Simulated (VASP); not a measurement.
# Si16H6C in VASP: single point with PBE

Aim: the single point of Si16H6C with PBE.

Everything below comes from runs of VASP 6.6.1. Logs are shortened: lines on timing, memory, paths and dates and some standing lists are left out, and cuts for length are marked.

## 1. The cell of the first run

The cell holds a slab with vacuum, 23 atoms: a = 7.679 Å, b = 7.679 Å, c = 19.869 Å, α = 90.00°, β = 90.00°, γ = 60.00°.

## 2. Single point, PBE, collinear spin

The input, INCAR:

```
SYSTEM = Si16H6C
  ALGO = Normal
  EDIFF = 1E-7
  ENCUT = 520
  GGA = PE
  ISIF = 2
  ISMEAR = 0
  ISPIN = 2
  LASPH = .True.
  LCHARG = .False.
  LORBIT = 11
  LREAL = Auto
  LWAVE = .False.
  MAGMOM = 0 0 0 0 0 0 0 0 0 0 0 0 0 0 0 0 0 0 0 0 0 0 1
  NBANDS = 58
  NELM = 150
  PREC = Accurate
  SIGMA = 0.02
```

The input, KPOINTS:

```
k-points
0
Gamma
  2 2 1
  0 0 0
```

The input, POSCAR:

```
Si16H6C
1.0
    7.6791800000      0.0000000000      0.0000000000
    3.8395900000      6.6503650000      0.0000000000
    0.0000000000      0.0000000000     19.8687650000
H Si C
6 16 1
Direct
    0.1666667000      0.1666667000      0.0503303000
    0.6666667000      0.1666667000      0.0503303000
    0.1666667000      0.6666667000      0.0503303000
    0.6666667000      0.6666667000      0.0503303000
   -0.0024237907      0.5328298904      0.3993649611
    0.4692186028      0.5329173170      0.3998644023
    0.1666667000      0.1666667000      0.1258256000
    0.6666667000      0.1666667000      0.1258256000
    0.1666667000      0.6666667000      0.1258256000
    0.6666667000      0.6666667000      0.1258256000
   -0.1661532636      0.3325968054      0.1688654314
    0.3332031401      0.3336009430      0.1642823705
   -0.1676775709      0.8334404308      0.1618361859
    0.3340716323      0.8335656381      0.1619416650
   -0.1820183459      0.3641483482      0.2914932843
    0.3282062938      0.3453153951      0.2830735060
   -0.1797873701      0.8391301507      0.2795403590
    0.3393262629      0.8397618409      0.2798000622
    0.0101896621     -0.0222303120      0.3146658271
    0.4924957574      0.0147523099      0.3209512311
   -0.0013710604      0.5178414804      0.3242785549
    0.4841353692      0.5185056284      0.3247453285
    0.9010487884      0.1944920820      0.3640430863
```

Potentials or basis: VASP PAW PBE potentials, release 64 (H, Si, C).

Started as:

```bash
$ cat potpaw_PBE.64/H/POTCAR potpaw_PBE.64/Si/POTCAR potpaw_PBE.64/C/POTCAR > POTCAR
$ mpirun -np 1 vasp_std > vasp.out
```

OUTCAR:

```text
SYSTEM = Si16H6C
   EDIFF = 1E-7
   ENCUT = 520
   GGA = PE
   ISIF = 2
   ISMEAR = 0
   ISPIN = 2
   LASPH = .True.
   LORBIT = 11
   LREAL = Auto
   NELM = 150
   PREC = Accurate

 ion  position               nearest neighbor table
   1  0.167  0.167  0.050-   7 1.50
   2  0.667  0.167  0.050-   8 1.50
   3  0.167  0.667  0.050-   9 1.50
   4  0.667  0.667  0.050-  10 1.50
   5  0.998  0.533  0.399-  21 1.50
   6  0.469  0.533  0.400-  22 1.50
   7  0.167  0.167  0.126-   1 1.50  14 2.33  12 2.35  11 2.37
   8  0.667  0.167  0.126-   2 1.50  13 2.33  12 2.35  11 2.37
   9  0.167  0.667  0.126-   3 1.50  13 2.34  14 2.34  12 2.34
  10  0.667  0.667  0.126-   4 1.50  13 2.32  14 2.33  11 2.38
  11  0.834  0.333  0.169-   7 2.37   8 2.37  10 2.38  15 2.45
  12  0.333  0.334  0.164-   9 2.34   8 2.35   7 2.35  16 2.36
  13  0.832  0.833  0.162-  10 2.32   8 2.33   9 2.34  17 2.34
  14  0.334  0.834  0.162-  10 2.33   7 2.33   9 2.34  18 2.34
  15  0.818  0.364  0.291-  23 1.83  22 2.32  21 2.32  11 2.45  19 2.61
  16  0.328  0.345  0.283-  20 2.32  21 2.34  22 2.34  12 2.36
  17  0.820  0.839  0.280-  19 2.30  21 2.32  20 2.33  13 2.34
  18  0.339  0.840  0.280-  19 2.30  22 2.32  20 2.33  14 2.34
  19  0.010  0.978  0.315-  23 1.74  17 2.30  18 2.30  15 2.61
  20  0.492  0.015  0.321-  16 2.32  17 2.33  18 2.33
  21  0.999  0.518  0.324-   5 1.50  17 2.32  15 2.32  16 2.34
  22  0.484  0.519  0.325-   6 1.50  15 2.32  18 2.32  16 2.34
  23  0.901  0.194  0.364-  19 1.74  15 1.83

  LATTYP: Found a hexagonal cell.
 ALAT       =     7.6791800344
 C/A-ratio  =     2.5873550185

  Lattice vectors:

 A1 = (  -3.8395900000,  -6.6503650000,   0.0000000000)
 A2 = (   7.6791800000,   0.0000000000,   0.0000000000)
 A3 = (   0.0000000000,   0.0000000000,  19.8687650000)

Analysis of symmetry for initial positions (statically):
=====================================================================
 Subroutine PRICEL returns:
 Original cell was already a primitive cell.

 Routine SETGRP: Setting up the symmetry group for a
 hexagonal supercell.

 Subroutine GETGRP returns: Found  1 space group operations
 (whereof  1 operations were pure point group operations)
 out of a pool of 24 trial point group operations.

The static configuration has the point symmetry C_1 .

Analysis of symmetry for dynamics (positions and initial velocities):
=====================================================================
 Subroutine PRICEL returns:
 Original cell was already a primitive cell.

 Routine SETGRP: Setting up the symmetry group for a
 hexagonal supercell.

[... 182 lines left out ...]
  ext. energy  EPLUGINS =         0.00000000
  ---------------------------------------------------
  free energy    TOTEN  =      -109.29840694 eV

  energy without entropy =     -109.29839848  energy(sigma->0) =     -109.29840271

 E-fermi :  -1.1278     XC(G=0):  -3.9505

 val. band max:       -1.1760371327   @ k =   0.0000   0.0000   0.0000
 cond. band min:      -1.0796286139   @ k =   0.0000   0.0000   0.0000
 fundamental gap:      0.0964085189
 Fermi energy:        -1.1278328726

 spin component 1

 k-point     1 :       0.0000    0.0000    0.0000
  band No.  band energies     occupation
      1     -13.5797      1.00000
      2     -12.4960      1.00000
      3     -11.4291      1.00000
      4     -10.8081      1.00000
      5     -10.7482      1.00000
      6     -10.3452      1.00000
[... 197 lines left out ...]
     48       2.0796      0.00000
     49       2.2564      0.00000
 Fermi energy:        -1.1278328726

 spin component 2

 k-point     1 :       0.0000    0.0000    0.0000
  band No.  band energies     occupation
      1     -13.7221      1.00000
      2     -12.5118      1.00000
      3     -11.3910      1.00000
      4     -10.7930      1.00000
      5     -10.7265      1.00000
      6     -10.3387      1.00000
[... 197 lines left out ...]
     48       2.0932      0.00000
     49       2.3412      0.00000
 [bands above 49 left out]

------------------------ aborting loop because EDIFF is reached ----------------------------------------

  FORCE on cell =-STRESS in cart. coord.  units (eV):
  Direction    XX          YY          ZZ          XY          YZ          ZX
  --------------------------------------------------------------------------------------
  -------------------------------------------------------------------------------------
  Total        7.3163617     11.7973430      0.0906706      0.0164698      0.0004883      0.0118546
  in kB       11.5524619     18.6278867      0.1431680      0.0260056      0.0007711      0.0187183
  external PRESSURE =      10.1078389 kB  Pullay stress =       0.0000000 kB

 VOLUME and BASIS-vectors are now :
 -----------------------------------------------------------------------------
  energy-cutoff  :      520.00
  volume of cell :     1014.68
      direct lattice vectors                 reciprocal lattice vectors
     7.679180000  0.000000000  0.000000000     0.130222237 -0.075183843  0.000000000
     3.839590000  6.650365000  0.000000000     0.000000000  0.150367687  0.000000000
     0.000000000  0.000000000 19.868765000     0.000000000  0.000000000  0.050330255

 POSITION                                       TOTAL-FORCE (eV/Angst)
 -----------------------------------------------------------------------------------
      1.91980      1.10839      1.00000        -0.032164      0.067862     -0.040729
      5.75939      1.10839      1.00000         0.034031      0.067614     -0.042024
      3.83959      4.43358      1.00000         0.000708      0.006485     -0.081852
      7.67918      4.43358      1.00000        -0.002955     -0.092564     -0.071612
      9.70642      3.54351      7.93489         0.009116      0.001266      0.003488
      5.64940      3.54409      7.94481         0.000090      0.002582     -0.015065
[... 15 lines left out ...]
      5.70861      3.44825      6.45229        -0.004535     -0.007460     -0.007964
      7.66609      1.29344      7.23309         0.006335      0.044710      0.014128
 -----------------------------------------------------------------------------------
    total drift:                                0.001766      0.000390     -0.023015

  FREE ENERGIE OF THE ION-ELECTRON SYSTEM (eV)
  ---------------------------------------------------
  free  energy   TOTEN  =      -109.2984069410 eV

  energy  without entropy=     -109.2983984780  energy(sigma->0) =     -109.29840271

 total charge

# of ion       s       p       d       tot
------------------------------------------
    1        0.557   0.014   0.000   0.571
    2        0.558   0.014   0.000   0.571
    3        0.558   0.014   0.000   0.572
    4        0.558   0.014   0.000   0.572
    5        0.557   0.014   0.000   0.571
    6        0.556   0.014   0.000   0.570
[... 15 lines left out ...]
   22        0.749   0.968   0.000   1.716
   23        0.943   1.392   0.000   2.336
--------------------------------------------------
tot         16.251  16.818   0.000  33.069

 magnetization (x)

# of ion       s       p       d       tot
------------------------------------------
    1        0.001  -0.000   0.000   0.001
    2        0.001  -0.000   0.000   0.001
    3        0.006   0.000   0.000   0.006
    4       -0.001  -0.000   0.000  -0.001
    5       -0.000  -0.000   0.000  -0.000
    6       -0.000  -0.000   0.000  -0.000
[... 15 lines left out ...]
   22       -0.003   0.000   0.000  -0.003
   23       -0.011  -0.148   0.000  -0.159
--------------------------------------------------
tot          0.039   0.098   0.000   0.136
```

stdout:

```text
POSCAR found type information on POSCAR H SiC
 POSCAR found :  3 types and      23 ions
 scaLAPACK will be used
 LDA part: xc-table for (Slater+PW92), standard interpolation
 POSCAR, INCAR and KPOINTS ok, starting setup
 FFT: planning ... GRIDC
 FFT: planning ... GRID_SOFT
 FFT: planning ... GRID
 WAVECAR not read
 entering main loop
```

Run time: 18 min. Hardware: 1 thread of Intel Xeon 6975P-C (Granite Rapids), shared host; peak memory 1.5 GiB.

Results:

```yaml
Free_energy: -109.2984 eV
Largest_force: 0.336 eV/Å
Net_moment: 0.50 μB per cell
Site_moments: H +0.00, +0.01, -0.00 (each value once); Si -0.00, +0.02, +0.00, +0.01, -0.01, +0.23 (each value once); C -0.16 μB
Valence_electrons_inside_the_program's_atomic_spheres: H 0.57; Si 1.71, 1.72, 1.68, 1.70, 1.69, 1.73, 1.66 (each value once); C 2.34
```

Forces in eV/Å, atoms in the order of the input:
```
H   -0.032  0.068 -0.041
H    0.034  0.068 -0.042
H    0.001  0.006 -0.082
H   -0.003 -0.093 -0.072
H    0.009  0.001  0.003
H    0.000  0.003 -0.015
Si  -0.142  0.175  0.193
Si   0.151  0.180  0.188
Si   0.002 -0.076 -0.103
Si  -0.008 -0.336 -0.020
Si  -0.018  0.009 -0.002
Si   0.010  0.008 -0.003
Si   0.003  0.000 -0.005
Si   0.004 -0.014  0.008
Si   0.006 -0.012  0.000
Si  -0.010 -0.006  0.005
Si   0.003 -0.006  0.008
Si  -0.001  0.001  0.000
Si   0.004 -0.020 -0.026
Si  -0.003  0.002 -0.007
Si  -0.011  0.004  0.004
Si  -0.005 -0.007 -0.008
C    0.006  0.045  0.014
```

Levels at points of the mesh, in eV from the Fermi level:
Spin up:
```csv
k point,band 34,band 35,band 36,band 37,band 38,band 39,band 40,band 41
"(0.00, 0.00, 0.00)",-1.20,-0.78,-0.65,-0.58,-0.05,0.65,0.83,1.19
"(0.50, 0.00, 0.00)",-1.42,-1.37,-0.98,-0.65,0.24,1.37,1.42,1.96
"(0.50, 0.50, 0.00)",-1.42,-1.37,-0.98,-0.65,0.25,1.36,1.42,1.96
"(0.00, 0.50, 0.00)",-1.45,-1.38,-0.84,-0.53,1.00,1.33,1.41,1.67
```
Spin down:
```csv
k point,band 35,band 36,band 37,band 38,band 39,band 40
"(0.00, 0.00, 0.00)",-0.64,-0.59,-0.39,0.05,0.67,0.83
"(0.50, 0.00, 0.00)",-1.33,-1.09,-0.15,0.26,1.26,1.50
"(0.50, 0.50, 0.00)",-1.33,-1.09,-0.14,0.26,1.25,1.50
"(0.00, 0.50, 0.00)",-1.39,-0.84,0.24,0.61,1.34,1.45
```

Caveat: the k points lie up to 0.47 Å⁻¹ apart.
